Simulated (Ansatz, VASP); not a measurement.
**One calculation of LaZn, two programs**

INCAR

```
SYSTEM = LaZn
ALGO = Normal
EDIFF = 1E-6
ENCUT = 520
GGA = CA
ISIF = 2
ISMEAR = -1
LASPH = .TRUE.
LCHARG = .FALSE.
LREAL = .FALSE.
LWAVE = .FALSE.
NBANDS = 18
NELM = 60
PREC = Accurate
SIGMA = 0.05
```

Contents of KPOINTS:

```
k-points
0
G
  9 9 9
  0 0 0
```

Contents of POSCAR:

```
LaZn
1.0
    3.7374581003      0.0000000000      0.0000000000
    0.0000000000      3.7374581003      0.0000000000
    0.0000000000      0.0000000000      3.7374581003
La Zn
1 1
Direct
    0.5000000000      0.5000000000      0.5000000000
    0.0000000000      0.0000000000      0.0000000000
```

Input for Ansatz:

```yaml
crystal:
  lattice:
    - [3.7374581003, 0.0, 0.0]
    - [0.0, 3.7374581003, 0.0]
    - [0.0, 0.0, 3.7374581003]
  atoms:
    - { symbol: La, position: [0.5, 0.5, 0.5] }
    - { symbol: Zn, position: [0.0, 0.0, 0.0] }
kpoints:
  mp_grid: { grid: [9, 9, 9] }
  band_path:
    path:
      - [0.0, 0.0, 0.0]
      - [0.0, 0.5, 0.0]
      - [0.5, 0.5, 0.0]
      - [0.0, 0.0, 0.0]
      - [0.5, 0.5, 0.5]
      - [0.0, 0.5, 0.0]
      - [0.5, 0.5, 0.5]
      - [0.5, 0.5, 0.0]
    npoints: 5
scf:
  occupations: { method: fermi_dirac, width: 0.05 }
hamiltonian:
  xc: lda
  pseudopotentials: { kind: all_electron, lapw: { basis_error: 0.001 } }
output:
  forces: true
  stress: true
  eigenvalues: true
```

Change from the starting cell: volume scaled by 0.99.

Alike in both runs: task single point; functional LDA; k mesh 9 × 9 × 9; occupations fermi-dirac, width 0.05 eV; no spin polarisation.

|  | VASP | Ansatz |
| --- | --- | --- |
| version | VASP 6.6.1 | Ansatz 0.2.0 |
| potentials or method | VASP PAW LDA potentials, release 64 (La, Zn), cutoff 520 eV | all-electron LAPW, scalar-relativistic |

|  | VASP | Ansatz | Ansatz less VASP |
| --- | --- | --- | --- |
| pressure (GPa) | -3.6 | -3.6 | 0.00 |

LDA's correlation is that of Perdew and Zunger in VASP and of Perdew and Wang (1992) in Ansatz. Ansatz ran all-electron here, and VASP with PAW potentials.

Neither program's run includes spin-orbit coupling.
